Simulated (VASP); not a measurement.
# Pd (Im-3m) in VASP: further runs

The runs below take Pd through single point, with PBEsol.

Program: VASP 6.6.1. These are calculated values, not measurements. Logs are shortened: lines on timing, memory, paths and dates and some standing lists are left out, and cuts for length are marked.

## (1) The cell of the first run

Symmetry: Im-3m, No. 229, cubic system. The conventional cell has a = 3.145 Å, b = 3.145 Å, c = 3.145 Å, α = 90.00°, β = 90.00°, γ = 90.00°. Pd (site symmetry m-3m) has 14 Pd at 2.72 to 3.14 Å within 3.6 Å.

## (2) Single point, PBEsol

File INCAR:

```
ALGO = Fast ; EDIFF = 1E-6
ENCUT = 520 ; GGA = PS
ISIF = 2 ; ISMEAR = -1
LASPH = T ; LCHARG = F
LREAL = F ; LWAVE = F
NBANDS = 11 ; NELM = 80
PREC = Accurate ; SIGMA = 0.05
```

File KPOINTS:

```
k-points
0
Gamma
  9 9 9
```

File POSCAR:

```
Pd
1.0
   -1.5722810000      1.5722810000      1.5722810000
    1.5722810000     -1.5722810000      1.5722810000
    1.5722810000      1.5722810000     -1.5722810000
Pd
1
Direct
    0.0000000000      0.0000000000      0.0000000000
```

Potentials or basis: VASP PAW PBE potentials, release 64 (Pd).

The run is started by

```bash
$ cat potpaw_PBE.64/Pd/POTCAR > POTCAR
$ mpirun -np 1 vasp_std > vasp.out
```

OUTCAR:

```text
EDIFF = 1E-6
   ENCUT = 520
   GGA = PS
   ISIF = 2
   ISMEAR = -1
   LASPH = T
   LREAL = F
   NELM = 80
   PREC = Accurate

 ion  position               nearest neighbor table
   1  0.000  0.000  0.000-

  LATTYP: Found a body centered cubic cell.
 ALAT       =     3.1445620000

  Lattice vectors:

 A1 = (  -1.5722810000,   1.5722810000,   1.5722810000)
 A2 = (   1.5722810000,  -1.5722810000,   1.5722810000)
 A3 = (   1.5722810000,   1.5722810000,  -1.5722810000)

Analysis of symmetry for initial positions (statically):
=====================================================================
 Subroutine PRICEL returns:
 Original cell was already a primitive cell.

 Routine SETGRP: Setting up the symmetry group for a
 body centered cubic supercell.

 Subroutine GETGRP returns: Found 48 space group operations
[... 9 lines left out ...]

 Routine SETGRP: Setting up the symmetry group for a
 body centered cubic supercell.

 Subroutine GETGRP returns: Found 48 space group operations
[... 11 lines left out ...]
                                     Primitive cell

  volume of cell :      15.5471

  direct lattice vectors                    reciprocal lattice vectors
    -1.572281000  1.572281000  1.572281000     0.000000000  0.318009313  0.318009313
     1.572281000 -1.572281000  1.572281000     0.318009313  0.000000000  0.318009313
     1.572281000  1.572281000 -1.572281000     0.318009313  0.318009313  0.000000000

  length of vectors
     2.723270576  2.723270576  2.723270576     0.449733083  0.449733083  0.449733083

  position of ions in fractional coordinates (direct lattice)
     0.000000000  0.000000000  0.000000000

  ion indices of the primitive-cell ions
   primitive index   ion index
                 1           1

----------------------------------------------------------------------------------------

 KPOINTS: k-points

Automatic generation of k-mesh.
 Grid dimensions read from file:
 generate k-points for:    9    9    9

 Generating k-lattice:

  Cartesian coordinates                     Fractional coordinates (reciprocal lattice)
     0.000000000  0.035334368  0.035334368     0.111111111  0.000000000  0.000000000
     0.035334368  0.000000000  0.035334368     0.000000000  0.111111111  0.000000000
     0.035334368  0.035334368  0.000000000     0.000000000  0.000000000  0.111111111

  Length of vectors
     0.049970343  0.049970343  0.049970343

  Shift w.r.t. Gamma in fractional coordinates (k-lattice)
     0.000000000  0.000000000  0.000000000

 Subroutine IBZKPT returns following result:
 ===========================================

 Found     35 irreducible k-points:

 Following reciprocal coordinates:
            Coordinates               Weight
  0.000000  0.000000  0.000000      1.000000
  0.111111  0.000000  0.000000     12.000000
  0.222222  0.000000  0.000000     12.000000
  0.333333  0.000000  0.000000     12.000000
  0.444444  0.000000  0.000000     12.000000
  0.111111  0.111111  0.000000     24.000000
[... 16 lines left out ...]
 -0.333333  0.444444  0.111111     48.000000
 -0.444444 -0.444444  0.111111     24.000000
 [... further k-points ...]
   k-points           NKPTS =     35   k-points in BZ     NKDIM =     35   number of bands    NBANDS=     11
   number of dos      NEDOS =    301   number of ions     NIONS =      1
   total plane-waves  NPLWV =   8000
   dimension x,y,z NGX =    20 NGY =   20 NGZ =   20
   dimension x,y,z NGXF=    40 NGYF=   40 NGZF=   40
   ions per type =               1
   NGX,Y,Z   is equivalent  to a cutoff of  12.21, 12.21, 12.21 a.u.
   NGXF,Y,Z  is equivalent  to a cutoff of  24.42, 24.42, 24.42 a.u.
 SYSTEM =  unknown system
   PREC   = accura    normal or accurate (medium, high low for compatibility)
   ISTART =      0    job   : 0-new  1-cont  2-samecut
   ICHARG =      2    charge: 1-file 2-atom 10-const
   ISPIN  =      1    spin polarized calculation?
   LNONCOLLINEAR =      F non collinear calculations
   LSORBIT =      F    spin-orbit coupling
   LASPH  =      T    aspherical Exc in radial PAW
   ENCUT  =  520.0 eV  38.22 Ry    6.18 a.u.   5.06  5.06  5.06*2*pi/ulx,y,z
   NELM   =     80;   NELMIN=  2; NELMDL= -5     # of ELM steps
   EDIFF  = 0.1E-05   stopping-criterion for ELM
   LREAL  =      F    real-space projection
   EDIFFG = 0.1E-04   stopping-criterion for IOM
   NSW    =      0    number of steps for IOM
   IBRION =     -1    ionic relax: 0-MD 1-quasi-New 2-CG
   NFREE  =      0    steps in history (QN), initial steepest desc. (CG)
   ISIF   =      2    stress and relaxation
   ISYM   =      2    0-nonsym 1-usesym 2-fastsym
   POTIM  = 0.5000    time-step for ionic-motion
   TEBEG  =    0.0;   TEEND  =   0.0 temperature during run
   PSTRESS=    0.0 pullay stress
   NELECT =      10.0000    total number of electrons
   NUPDOWN=      -1.0000    fix difference up-down
   EMIN   =  10.00;   EMAX   =-10.00  energy-range for DOS
   EFERMI =   0.00;   METHOD = LEGACY
   ISMEAR =    -1;   SIGMA  =   0.05  broadening in eV -4-tet -1-fermi 0-gaus
   EFERMI_NEDOS =   21; number of points for ismear=-14 and -15
   IALGO  =     68    algorithm
   IMIX   =      4    mixing-type and parameters
     AMIX     =   0.40;   BMIX     =  1.00
     AMIX_MAG =   1.60;   BMIX_MAG =  1.00
  volume/ion in A,a.u.               =      15.55       104.92
  Fermi-wavevector in a.u.,A,eV,Ry     =   1.413160  2.670485 27.171123  1.997021
  Thomas-Fermi vector in A             =   2.534834
   LORBIT       =      0    0 simple, 1 ext, 2 COOP (PROOUT), +10 PAW based schemes
   GGA     = PS    functional components
   LHFCALC =     F    Hartree Fock is set to
   AEXX    =    0.0000 exact exchange contribution
   IVDW    =     0    specifies the selected vdW correction
   LEPSILON=     F    determine dielectric tensor
   LRPA    =     F    only Hartree local field effects (RPA)
 non-spin polarized calculation
 RMM-DIIS sequential band-by-band and
  energy-cutoff  :      520.00
  volume of cell :       15.55
 maximum number of plane-waves:       432
   NGX = 11   NGY = 11   NGZ = 11

 number of electron      10.0000005 magnetization

 Free energy of the ion-electron system (eV)
  ---------------------------------------------------
  ext. energy  EPLUGINS =         0.00000000
  ---------------------------------------------------
  free energy    TOTEN  =        -5.89157523 eV

  energy without entropy =       -5.88361827  energy(sigma->0) =       -5.88759675

 E-fermi :   8.7482     XC(G=0): -13.0508

 val. band max:        8.7431318422   @ k =  -0.4444  -0.4444   0.3333
 cond. band min:       8.8460501862   @ k =  -0.4444  -0.4444   0.2222
 fundamental gap:      0.1029183440
 Fermi energy:         8.7481503507

 k-point     1 :       0.0000    0.0000    0.0000
  band No.  band energies     occupation
      1       1.9271      2.00000
      2       6.0148      2.00000
      3       6.0148      2.00000
      4       6.0148      2.00000
      5       7.8800      2.00000
      6       7.8800      2.00000
      7      27.9592      0.00000
      8      27.9592      0.00000
      9      27.9592      0.00000
     10      35.9761      0.00000
     11      35.9767      0.00000

 k-point     2 :       0.1111    0.0000    0.0000
  band No.  band energies     occupation
      1       2.3705      2.00000
      2       5.8711      2.00000
      3       6.0191      2.00000
      4       6.3256      2.00000
      5       7.7280      2.00000
      6       7.8919      2.00000
      7      27.4728      0.00000
      8      27.9172      0.00000
      9      28.4698      0.00000
     10      33.4510      0.00000
     11      33.9466      0.00000

 k-point     3 :       0.2222    0.0000    0.0000
  band No.  band energies     occupation
      1       3.4362      2.00000
      2       5.5244      2.00000
      3       6.1275      2.00000
      4       7.1798      2.00000
      5       7.5707      2.00000
      6       7.9368      2.00000
      7      24.7498      0.00000
      8      26.7610      0.00000
      9      29.7753      0.00000
     10      31.5414      0.00000
     11      32.6594      0.00000

 k-point     4 :       0.3333    0.0000    0.0000
  band No.  band energies     occupation
      1       3.9666      2.00000
      2       5.1566      2.00000
      3       7.3208      2.00000
      4       7.7159      2.00000
      5       8.0160      2.00000
      6       8.3095      1.99969
      7      20.5437      0.00000
      8      24.9579      0.00000
      9      28.2900      0.00000
     10      31.2644      0.00000
     11      32.9334      0.00000

 k-point     5 :       0.4444    0.0000    0.0000
  band No.  band energies     occupation
      1       3.8430      2.00000
      2       4.9297      2.00000
      3       7.7786      2.00000
      4       8.0851      2.00000
      5       9.1821      0.00034
      6       9.6444      0.00000
      7      16.9202      0.00000
      8      23.8497      0.00000
      9      26.2881      0.00000
     10      32.2133      0.00000
     11      33.5310      0.00000
[... 211 lines left out ...]
 k-point    21 :      -0.2222    0.3333    0.1111
  band No.  band energies     occupation
      1       4.5935      2.00000
      2       5.6733      2.00000
      3       6.0980      2.00000
      4       6.9479      2.00000
      5       7.9106      2.00000
      6       9.0485      0.00491
      7      23.1307      0.00000
      8      23.7014      0.00000
      9      28.4704      0.00000
     10      28.5729      0.00000
     11      33.2948      0.00000

 k-point    22 :      -0.4444    0.4444    0.1111
  band No.  band energies     occupation
      1       4.1345      2.00000
      2       5.2728      2.00000
      3       6.8647      2.00000
      4       7.5312      2.00000
      5       9.1357      0.00086
      6      11.0185      0.00000
      7      17.0422      0.00000
      8      24.1910      0.00000
      9      24.9515      0.00000
     10      32.7403      0.00000
     11      33.5804      0.00000

 k-point    23 :      -0.3333    0.4444    0.1111
  band No.  band energies     occupation
      1       4.6569      2.00000
      2       5.4770      2.00000
      3       6.1592      2.00000
      4       7.3502      2.00000
      5       8.5256      1.97692
      6      11.1639      0.00000
      7      19.1291      0.00000
      8      22.0419      0.00000
      9      26.8771      0.00000
     10      30.0098      0.00000
     11      33.4234      0.00000

 k-point    24 :      -0.4444   -0.4444    0.1111
  band No.  band energies     occupation
      1       4.5076      2.00000
      2       5.5119      2.00000
      3       6.1572      2.00000
      4       7.4645      2.00000
      5       8.9075      0.07925
      6      13.3042      0.00000
      7      16.3065      0.00000
      8      21.3856      0.00000
      9      26.2988      0.00000
     10      31.5249      0.00000
     11      32.4084      0.00000

 [... further k-points ...]
[... 5 lines left out ...]
  --------------------------------------------------------------------------------------
  -------------------------------------------------------------------------------------
  Total       -0.9971035     -0.9971035     -0.9971035      0.0000000      0.0000000      0.0000000
  in kB     -102.7543746   -102.7543746   -102.7543746      0.0000000      0.0000000      0.0000000
  external PRESSURE =    -102.7543746 kB  Pullay stress =       0.0000000 kB

 VOLUME and BASIS-vectors are now :
 -----------------------------------------------------------------------------
  energy-cutoff  :      520.00
  volume of cell :       15.55
      direct lattice vectors                 reciprocal lattice vectors
    -1.572281000  1.572281000  1.572281000     0.000000000  0.318009313  0.318009313
     1.572281000 -1.572281000  1.572281000     0.318009313  0.000000000  0.318009313
     1.572281000  1.572281000 -1.572281000     0.318009313  0.318009313  0.000000000

 POSITION                                       TOTAL-FORCE (eV/Angst)
 -----------------------------------------------------------------------------------
      0.00000      0.00000      0.00000        -0.000000      0.000000     -0.000000
 -----------------------------------------------------------------------------------
    total drift:                                0.000000     -0.000000     -0.000000

  FREE ENERGIE OF THE ION-ELECTRON SYSTEM (eV)
  ---------------------------------------------------
  free  energy   TOTEN  =        -5.8915752255 eV

  energy  without entropy=       -5.8836182688  energy(sigma->0) =       -5.88759675
```

Run time: 14 s. Hardware: 1 thread of AMD EPYC 7R13, shared host; peak memory 0.09 GiB.

Results:

```
Free energy            : -5.8916 eV
Pressure               : -10.3 GPa
Band gap on the k mesh : zero (band 5 reaches 9.18 eV, above the bottom of band 6 at 7.88 eV)
```

Caveat: the PAW data sets were made with another functional, which shifts forces and pressure a little.

## (3) Single point, PBEsol

This run uses another cell than the first one, of 13.11 Å³/atom, 0.843 times its volume.

File INCAR:

```
SYSTEM = Pd
PREC = Accurate ; ENCUT = 520
EDIFF = 1E-6 ; ISMEAR = -1
SIGMA = 0.05 ; LREAL = .False.
LASPH = .True. ; NELM = 80
ALGO = Normal ; ISIF = 2
LWAVE = .False. ; LCHARG = .False.
GGA = PS ; NBANDS = 11
```

File KPOINTS:

```
Automatic mesh
0
Gamma
  12 12 12
  0 0 0
```

File POSCAR:

```
Pd
1.0
   -1.4854766732      1.4854766732      1.4854766732
    1.4854766732     -1.4854766732      1.4854766732
    1.4854766732      1.4854766732     -1.4854766732
Pd
1
Direct
    0.0000000000      0.0000000000      0.0000000000
```

Potentials or basis: VASP PAW PBE potentials, release 64 (Pd).

The run is started by

```bash
$ cat potpaw_PBE.64/Pd/POTCAR > POTCAR
$ mpirun -np 1 vasp_std > vasp.out
```

Run time: 19 s. Hardware: 1 thread of AMD EPYC 7R13, shared host; peak memory 0.1 GiB.

The run converged. Its results:

```yaml
Free_energy: -5.7898 eV
Pressure: 29.4 GPa
Band_gap_on_the_k_mesh: zero (band 5 reaches 12.52 eV, above the bottom of band 6 at 10.43 eV)
```

Levels at points of the mesh, in eV from the Fermi level:
| k point | band 2 | band 3 | band 4 | band 5 | band 6 | band 7 | band 8 | band 9 |
| --- | --- | --- | --- | --- | --- | --- | --- | --- |
| (0.00, 0.00, 0.00) | -3.53 | -3.53 | -3.53 | -1.12 | -1.12 | 19.55 | 19.55 | 19.55 |
| (0.50, 0.00, 0.00) | -4.99 | -1.19 | -0.80 | 0.83 | 1.15 | 9.05 | 15.35 | 19.08 |
| (0.50, 0.50, 0.50) | -6.33 | 0.34 | 0.34 | 0.34 | 9.67 | 9.67 | 9.67 | 19.27 |

Caveat: the PAW data sets were made with another functional, which shifts forces and pressure a little.

(Part 1 of 2 ends here.)
